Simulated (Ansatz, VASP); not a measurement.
InP in VASP and in Ansatz

```
In P
1.0
     0.00000    2.85500    2.79790
     2.85500    0.00000    2.79790
     2.85500    2.85500    0.00000
In P
1 1
Direct
  0.00000 0.00000 0.00000
  0.50000 0.50000 0.50000
```

Change from the starting cell: zz strain of -2 %.

Alike in both runs: task single point; functional LDA; k mesh 11 × 11 × 11; occupations fermi-dirac, width 0.05 eV; no spin polarisation.

```csv
,VASP,Ansatz
version,VASP 6.6.1,Ansatz 0.2.0
potentials or method,"VASP PAW LDA potentials, release 64 (In_d, P), cutoff 520 eV","all-electron LAPW, scalar-relativistic"
```

Ansatz gave:

```
pressure (GPa)                                                : -8.8
traceless stress, the component that is largest in VASP (GPa) : 1.05
```

Q: What did VASP give for the same quantities?

A: Pressure (GPa): -8.8; traceless stress, the component that is largest in VASP (GPa): 1.06.

LDA's correlation is that of Perdew and Zunger in VASP and of Perdew and Wang (1992) in Ansatz. Ansatz ran all-electron here, and VASP with PAW potentials.
